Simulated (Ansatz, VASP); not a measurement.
# Co3Si8Ni in VASP and in Ansatz

Contents of INCAR:

```
SYSTEM = Co3Si8Ni
ALGO = Fast
EDIFF = 1E-6
EDIFFG = -0.01
ENCUT = 600
GGA = PE
IBRION = 2
ISIF = 3
ISMEAR = 0
LASPH = .TRUE.
LCHARG = .FALSE.
LREAL = .FALSE.
LWAVE = .FALSE.
NELM = 100
NSW = 100
PREC = Accurate
SIGMA = 0.1
```

The input KPOINTS:

```
k-points
0
G
  10 10 4
  0 0 0
```

File POSCAR:

```
Co3Si8Ni
1.0
    3.7950919000      0.0000000000      0.0000000000
    0.0000000000      3.7950919000      0.0000000000
    0.0000000000      0.0000000000     10.7567548000
Co Si Ni
3 8 1
Direct
    0.0000000000      0.0000000000      0.0000000000
    0.5000000000      0.5000000000      0.2512990000
    0.5000000000      0.5000000000      0.7487010000
    0.5000000000      0.0000000000      0.1242070000
    0.0000000000      0.5000000000      0.3719500000
    0.5000000000      0.0000000000      0.6280500000
    0.0000000000      0.5000000000      0.8757930000
    0.5000000000      0.0000000000      0.3719500000
    0.0000000000      0.5000000000      0.6280500000
    0.5000000000      0.0000000000      0.8757930000
    0.0000000000      0.5000000000      0.1242070000
    0.0000000000      0.0000000000      0.5000000000
```

Input for Ansatz:

```yaml
crystal:
  lattice:
    - [3.7950919, 0.0, 0.0]
    - [0.0, 3.7950919, 0.0]
    - [0.0, 0.0, 10.7567548]
  atoms:
    - { symbol: Co, position: [0.0, 0.0, 0.0] }
    - { symbol: Co, position: [0.5, 0.5, 0.251299] }
    - { symbol: Co, position: [0.5, 0.5, 0.748701] }
    - { symbol: Si, position: [0.5, 0.0, 0.124207] }
    - { symbol: Si, position: [0.0, 0.5, 0.37195] }
    - { symbol: Si, position: [0.5, 0.0, 0.62805] }
    - { symbol: Si, position: [0.0, 0.5, 0.875793] }
    - { symbol: Si, position: [0.5, 0.0, 0.37195] }
    - { symbol: Si, position: [0.0, 0.5, 0.62805] }
    - { symbol: Si, position: [0.5, 0.0, 0.875793] }
    - { symbol: Si, position: [0.0, 0.5, 0.124207] }
    - { symbol: Ni, position: [0.0, 0.0, 0.5] }
basis:
  ecutwfc: 420
kpoints:
  mp_grid: { grid: [10, 10, 4] }
hamiltonian:
  xc: pbe
scf:
  occupations: { method: gaussian, width: 0.1 }
output:
  forces: true
  stress: true
  eigenvalues: true
  write_density: true
  write_potential: true
  elf: true
  volumetric_format: npy
relax:
  adjacent_minimum: "off"
  f_tol: 0.01
  max_steps: 80
  cell: { stress_tol: 0.05 }
```

Alike in both runs: task relaxation of cell and atoms; functional PBE; k mesh 10 × 10 × 4; occupations gaussian, width 0.1 eV; no spin polarisation.

```csv
,VASP,Ansatz
version,VASP 6.6.1,Ansatz 0.2.0
potentials or method,"VASP PAW PBE potentials, release 64 (Co, Si, Ni), cutoff 600 eV","scalar-relativistic, plane waves, PAW"
valence electrons in the cell,69,101
```

|  | VASP | Ansatz | Ansatz less VASP |
| --- | --- | --- | --- |
| gap on the k mesh at the Fermi level, each at its own relaxed structure (eV) | none | none | - |
| relaxed volume (Å³/atom) | 12.90 | 12.91 | +0.013 |
| relaxed length of the cell vector where the two differ most in proportion (Å) | 3.794 | 3.795 | +0.0013 |

A gap of «none» marks a metal or a gap that the smearing closes. VASP's potentials hold 69 valence electrons a cell and Ansatz's 101, so a difference there can come from the potentials and not from the codes.
